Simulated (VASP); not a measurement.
# Sc (Pm-3m) in VASP: a series of runs

Runs on Sc. Level: LDA. Tasks: single point.

Program: VASP 6.6.1. These are calculated values, not measurements. Logs are shortened: lines on timing, memory, paths and dates and some standing lists are left out, and cuts for length are marked.

**1. The cell of the first run**

It takes space group Pm-3m (No. 221, cubic). The conventional cell has a = 2.465 Å, b = 2.465 Å, c = 2.465 Å, α = 90.00°, β = 90.00°, γ = 90.00°. Sc (site symmetry m-3m) has 6 Sc at 2.46 Å within 3.3 Å.

**2. Single point, LDA (volume scaled by 0.65)**

Contents of INCAR:

```
SYSTEM = Sc
  PREC = Accurate
  ENCUT = 520
  EDIFF = 1E-7
  ISMEAR = -1
  SIGMA = 0.05
  LREAL = .False.
  LASPH = .True.
  NELM = 80
  ALGO = Normal
  ISIF = 2
  LWAVE = .False.
  LCHARG = .False.
  NBANDS = 12
```

Contents of KPOINTS:

```
Automatic mesh
0
Gamma
  15 15 15
  0 0 0
```

Contents of POSCAR:

```
Sc
1.0
    2.4647226837      0.0000000000      0.0000000000
    0.0000000000      2.4647226837      0.0000000000
    0.0000000000      0.0000000000      2.4647226837
Sc
1
Direct
    0.0000000000      0.0000000000      0.0000000000
```

Potentials or basis: VASP PAW LDA potentials, release 64 (Sc_sv).

Launch:

```
cat potpaw_LDA.64/Sc_sv/POTCAR > POTCAR
mpirun -np 1 vasp_std > vasp.out
```

OUTCAR:

```text
SYSTEM = Sc
   PREC = Accurate
   ENCUT = 520
   EDIFF = 1E-7
   ISMEAR = -1
   LREAL = .False.
   LASPH = .True.
   NELM = 80
   ISIF = 2

 ion  position               nearest neighbor table
   1  0.000  0.000  0.000-

  LATTYP: Found a simple cubic cell.
 ALAT       =     2.4647226837

  Lattice vectors:

 A1 = (   2.4647226837,   0.0000000000,   0.0000000000)
 A2 = (   0.0000000000,   2.4647226837,   0.0000000000)
 A3 = (   0.0000000000,   0.0000000000,   2.4647226837)

Analysis of symmetry for initial positions (statically):
=====================================================================
 Subroutine PRICEL returns:
 Original cell was already a primitive cell.

 Routine SETGRP: Setting up the symmetry group for a
 simple cubic supercell.

 Subroutine GETGRP returns: Found 48 space group operations
 (whereof 48 operations were pure point group operations)
 out of a pool of 48 trial point group operations.

The static configuration has the point symmetry O_h .

Analysis of symmetry for dynamics (positions and initial velocities):
=====================================================================
 Subroutine PRICEL returns:
 Original cell was already a primitive cell.

 Routine SETGRP: Setting up the symmetry group for a
 simple cubic supercell.

 Subroutine GETGRP returns: Found 48 space group operations
 (whereof 48 operations were pure point group operations)
 out of a pool of 48 trial point group operations.

The dynamic configuration has the point symmetry O_h .

 Subroutine INISYM returns: Found 48 space group operations
 (whereof 48 operations are pure point group operations),
 and found     1 'primitive' translations

----------------------------------------------------------------------------------------

                                     Primitive cell

  volume of cell :      14.9728

  direct lattice vectors                    reciprocal lattice vectors
     2.464722684  0.000000000  0.000000000     0.405725158  0.000000000  0.000000000
     0.000000000  2.464722684  0.000000000     0.000000000  0.405725158  0.000000000
     0.000000000  0.000000000  2.464722684     0.000000000  0.000000000  0.405725158

  length of vectors
     2.464722684  2.464722684  2.464722684     0.405725158  0.405725158  0.405725158

  position of ions in fractional coordinates (direct lattice)
     0.000000000  0.000000000  0.000000000

  ion indices of the primitive-cell ions
   primitive index   ion index
                 1           1

----------------------------------------------------------------------------------------

 KPOINTS: Automatic mesh

Automatic generation of k-mesh.
 Grid dimensions read from file:
 generate k-points for:   15   15   15

 Generating k-lattice:

  Cartesian coordinates                     Fractional coordinates (reciprocal lattice)
     0.027048344  0.000000000  0.000000000     0.066666667  0.000000000  0.000000000
     0.000000000  0.027048344  0.000000000     0.000000000  0.066666667  0.000000000
     0.000000000  0.000000000  0.027048344     0.000000000  0.000000000  0.066666667

  Length of vectors
     0.027048344  0.027048344  0.027048344

  Shift w.r.t. Gamma in fractional coordinates (k-lattice)
     0.000000000  0.000000000  0.000000000

 Subroutine IBZKPT returns following result:
 ===========================================

 Found    120 irreducible k-points:

 Following reciprocal coordinates:
            Coordinates               Weight
  0.000000  0.000000  0.000000      1.000000
  0.066667  0.000000  0.000000      6.000000
  0.133333  0.000000  0.000000      6.000000
  0.200000  0.000000  0.000000      6.000000
  0.266667  0.000000  0.000000      6.000000
  0.333333  0.000000  0.000000      6.000000
[... 16 lines left out ...]
  0.266667  0.200000  0.000000     24.000000
  0.333333  0.200000  0.000000     24.000000
 [... further k-points ...]
   k-points           NKPTS =    120   k-points in BZ     NKDIM =    120   number of bands    NBANDS=     12
   number of dos      NEDOS =    301   number of ions     NIONS =      1
   total plane-waves  NPLWV =   5832
   dimension x,y,z NGX =    18 NGY =   18 NGZ =   18
   dimension x,y,z NGXF=    36 NGYF=   36 NGZF=   36
   ions per type =               1
   NGX,Y,Z   is equivalent  to a cutoff of  12.14, 12.14, 12.14 a.u.
   NGXF,Y,Z  is equivalent  to a cutoff of  24.28, 24.28, 24.28 a.u.
 SYSTEM =  Sc
   PREC   = accura    normal or accurate (medium, high low for compatibility)
   ISTART =      0    job   : 0-new  1-cont  2-samecut
   ICHARG =      2    charge: 1-file 2-atom 10-const
   ISPIN  =      1    spin polarized calculation?
   LNONCOLLINEAR =      F non collinear calculations
   LSORBIT =      F    spin-orbit coupling
   LASPH  =      T    aspherical Exc in radial PAW
   ENCUT  =  520.0 eV  38.22 Ry    6.18 a.u.   4.58  4.58  4.58*2*pi/ulx,y,z
   NELM   =     80;   NELMIN=  2; NELMDL= -5     # of ELM steps
   EDIFF  = 0.1E-06   stopping-criterion for ELM
   LREAL  =      F    real-space projection
   EDIFFG = 0.1E-05   stopping-criterion for IOM
   NSW    =      0    number of steps for IOM
   IBRION =     -1    ionic relax: 0-MD 1-quasi-New 2-CG
   NFREE  =      0    steps in history (QN), initial steepest desc. (CG)
   ISIF   =      2    stress and relaxation
   ISYM   =      2    0-nonsym 1-usesym 2-fastsym
   POTIM  = 0.5000    time-step for ionic-motion
   TEBEG  =    0.0;   TEEND  =   0.0 temperature during run
   PSTRESS=    0.0 pullay stress
   NELECT =      11.0000    total number of electrons
   NUPDOWN=      -1.0000    fix difference up-down
   EMIN   =  10.00;   EMAX   =-10.00  energy-range for DOS
   EFERMI =   0.00;   METHOD = LEGACY
   ISMEAR =    -1;   SIGMA  =   0.05  broadening in eV -4-tet -1-fermi 0-gaus
   EFERMI_NEDOS =   21; number of points for ismear=-14 and -15
   IALGO  =     38    algorithm
   IMIX   =      4    mixing-type and parameters
     AMIX     =   0.40;   BMIX     =  1.00
     AMIX_MAG =   1.60;   BMIX_MAG =  1.00
  volume/ion in A,a.u.               =      14.97       101.04
  Fermi-wavevector in a.u.,A,eV,Ry     =   1.477194  2.791493 29.689319  2.182103
  Thomas-Fermi vector in A             =   2.591628
   LORBIT       =      0    0 simple, 1 ext, 2 COOP (PROOUT), +10 PAW based schemes
   GGA     = CA    functional components
   LHFCALC =     F    Hartree Fock is set to
   AEXX    =    0.0000 exact exchange contribution
   IVDW    =     0    specifies the selected vdW correction
   LEPSILON=     F    determine dielectric tensor
   LRPA    =     F    only Hartree local field effects (RPA)
 non-spin polarized calculation
  energy-cutoff  :      520.00
  volume of cell :       14.97
 maximum number of plane-waves:       437
   NGX =  9   NGY =  9   NGZ =  9

 number of electron      10.9999995 magnetization

 Free energy of the ion-electron system (eV)
  ---------------------------------------------------
  ext. energy  EPLUGINS =         0.00000000
  ---------------------------------------------------
  free energy    TOTEN  =        -5.34307475 eV

  energy without entropy =       -5.32805310  energy(sigma->0) =       -5.33556392

 E-fermi :   7.0306     XC(G=0): -12.3351

 val. band max:        7.0303540048   @ k =   0.4667   0.4000   0.2667
 cond. band min:       7.0433311711   @ k =   0.3333   0.2000   0.0667
 fundamental gap:      0.0129771664
 Fermi energy:         7.0306231767

 k-point     1 :       0.0000    0.0000    0.0000
  band No.  band energies     occupation
      1     -41.5336      2.00000
      2     -19.1111      2.00000
      3     -19.1111      2.00000
      4     -19.1111      2.00000
      5       1.7039      2.00000
      6       5.5716      2.00000
      7       5.5716      2.00000
      8      13.6219      0.00000
      9      13.6219      0.00000
     10      13.6219      0.00000
     11      25.5431      0.00000
     12      25.5431      0.00000

 k-point     2 :       0.0667    0.0000    0.0000
  band No.  band energies     occupation
      1     -41.5142      2.00000
      2     -19.2320      2.00000
      3     -19.1009      2.00000
      4     -19.1009      2.00000
      5       1.8572      2.00000
      6       5.6149      2.00000
      7       5.7307      2.00000
      8      13.4400      0.00000
      9      13.4400      0.00000
     10      13.6350      0.00000
     11      24.6432      0.00000
     12      25.8006      0.00000

 k-point     3 :       0.1333    0.0000    0.0000
  band No.  band energies     occupation
      1     -41.4589      2.00000
      2     -19.5653      2.00000
      3     -19.0721      2.00000
      4     -19.0721      2.00000
      5       2.2839      2.00000
      6       5.7396      2.00000
      7       6.1877      2.00000
      8      12.9576      0.00000
      9      12.9576      0.00000
     10      13.6718      0.00000
     11      22.8844      0.00000
     12      26.5125      0.00000

 k-point     4 :       0.2000    0.0000    0.0000
  band No.  band energies     occupation
      1     -41.3762      2.00000
      2     -20.0358      2.00000
      3     -19.0293      2.00000
      4     -19.0293      2.00000
      5       2.9085      2.00000
      6       5.9301      2.00000
      7       6.8631      1.93226
      8      12.3155      0.00000
      9      12.3155      0.00000
     10      13.7265      0.00000
     11      21.1194      0.00000
     12      27.5485      0.00000

 k-point     5 :       0.2667    0.0000    0.0000
  band No.  band energies     occupation
      1     -41.2794      2.00000
      2     -20.5499      2.00000
      3     -18.9796      2.00000
      4     -18.9796      2.00000
      5       3.6575      2.00000
      6       6.1597      2.00000
      7       7.5836      0.00003
      8      11.6537      0.00000
      9      11.6537      0.00000
     10      13.7901      0.00000
     11      19.6759      0.00000
     12      27.0239      0.00000

 k-point     6 :       0.3333    0.0000    0.0000
  band No.  band energies     occupation
      1     -41.1850      2.00000
      2     -21.0194      2.00000
      3     -18.9317      2.00000
      4     -18.9317      2.00000
      5       4.4730      2.00000
      6       6.3915      1.99999
      7       8.0942      0.00000
      8      11.0776      0.00000
      9      11.0776      0.00000
     10      13.8515      0.00000
     11      18.7446      0.00000
     12      25.8964      0.00000

 k-point     7 :       0.4000    0.0000    0.0000
  band No.  band energies     occupation
      1     -41.1098      2.00000
      2     -21.3733      2.00000
      3     -18.8939      2.00000
      4     -18.8939      2.00000
      5       5.2790      2.00000
      6       6.5820      1.99975
      7       8.2008      0.00000
      8      10.6579      0.00000
      9      10.6579      0.00000
     10      13.9000      0.00000
     11      18.3699      0.00000
     12      25.0771      0.00000

 k-point     8 :       0.4667    0.0000    0.0000
  band No.  band energies     occupation
      1     -41.0682      2.00000
      2     -21.5626      2.00000
      3     -18.8731      2.00000
      4     -18.8731      2.00000
      5       5.8851      2.00000
      6       6.6902      1.99779
      7       8.0207      0.00000
      8      10.4379      0.00000
      9      10.4379      0.00000
     10      13.9267      0.00000
     11      18.3330      0.00000
     12      24.6462      0.00000
[... 166 lines left out ...]
 k-point    20 :       0.4000    0.1333    0.0000
  band No.  band energies     occupation
      1     -41.0396      2.00000
      2     -21.3033      2.00000
      3     -19.3071      2.00000
      4     -18.8579      2.00000
      5       5.5503      2.00000
      6       6.9329      1.75190
      7       7.7668      0.00000
      8      10.7697      0.00000
      9      11.2654      0.00000
     10      13.3535      0.00000
     11      18.4656      0.00000
     12      25.1670      0.00000

 k-point    21 :       0.4667    0.1333    0.0000
  band No.  band energies     occupation
      1     -40.9984      2.00000
      2     -21.4903      2.00000
      3     -19.2825      2.00000
      4     -18.8374      2.00000
      5       6.2401      2.00000
      6       6.8100      1.97603
      7       7.4722      0.00029
      8      10.5544      0.00000
      9      11.4285      0.00000
     10      13.3882      0.00000
     11      18.2414      0.00000
     12      24.9680      0.00000

 k-point    22 :       0.2000    0.2000    0.0000
  band No.  band energies     occupation
      1     -41.2222      2.00000
      2     -19.9742      2.00000
      3     -19.8741      2.00000
      4     -18.9498      2.00000
      5       3.9074      2.00000
      6       6.6331      1.99930
      7       7.7347      0.00000
      8      11.0328      0.00000
      9      12.3082      0.00000
     10      12.6923      0.00000
     11      21.9140      0.00000
     12      23.0988      0.00000

 k-point    23 :       0.2667    0.2000    0.0000
  band No.  band energies     occupation
      1     -41.1277      2.00000
      2     -20.4280      2.00000
      3     -19.8516      2.00000
      4     -18.9016      2.00000
      5       4.4475      2.00000
      6       6.7952      1.98211
      7       8.3532      0.00000
      8      10.7544      0.00000
      9      11.8205      0.00000
     10      12.6558      0.00000
     11      20.6143      0.00000
     12      23.5230      0.00000

 k-point    24 :       0.3333    0.2000    0.0000
  band No.  band energies     occupation
      1     -41.0354      2.00000
      2     -20.8822      2.00000
      3     -19.7886      2.00000
      4     -18.8551      2.00000
      5       4.9634      2.00000
      6       6.8561      1.94087
      7       8.5876      0.00000
      8      11.1015      0.00000
      9      11.2910      0.00000
     10      12.7340      0.00000
     11      19.3576      0.00000
     12      24.1668      0.00000

 [... further k-points ...]
[... 5 lines left out ...]
  --------------------------------------------------------------------------------------
  -------------------------------------------------------------------------------------
  Total        3.3202089      3.3202089      3.3202089      0.0000000     -0.0000000     -0.0000000
  in kB      355.2808561    355.2808561    355.2808561      0.0000000     -0.0000000     -0.0000000
  external PRESSURE =     355.2808561 kB  Pullay stress =       0.0000000 kB

 VOLUME and BASIS-vectors are now :
 -----------------------------------------------------------------------------
  energy-cutoff  :      520.00
  volume of cell :       14.97
      direct lattice vectors                 reciprocal lattice vectors
     2.464722684  0.000000000  0.000000000     0.405725158  0.000000000  0.000000000
     0.000000000  2.464722684  0.000000000     0.000000000  0.405725158  0.000000000
     0.000000000  0.000000000  2.464722684     0.000000000  0.000000000  0.405725158

 POSITION                                       TOTAL-FORCE (eV/Angst)
 -----------------------------------------------------------------------------------
      0.00000      0.00000      0.00000         0.000000      0.000000      0.000000
 -----------------------------------------------------------------------------------
    total drift:                                0.000000      0.000000     -0.000000

  FREE ENERGIE OF THE ION-ELECTRON SYSTEM (eV)
  ---------------------------------------------------
  free  energy   TOTEN  =        -5.3430747498 eV

  energy  without entropy=       -5.3280530974  energy(sigma->0) =       -5.33556392
```

Wall time 8.4 s (1 thread of AMD EPYC 9R45 (Zen 5), shared host); peak memory 0.1 GiB.

What came out:

```yaml
Free_energy: -5.3431 eV
Pressure: 35.5 GPa
```

(Part 1 of 2 ends here.)
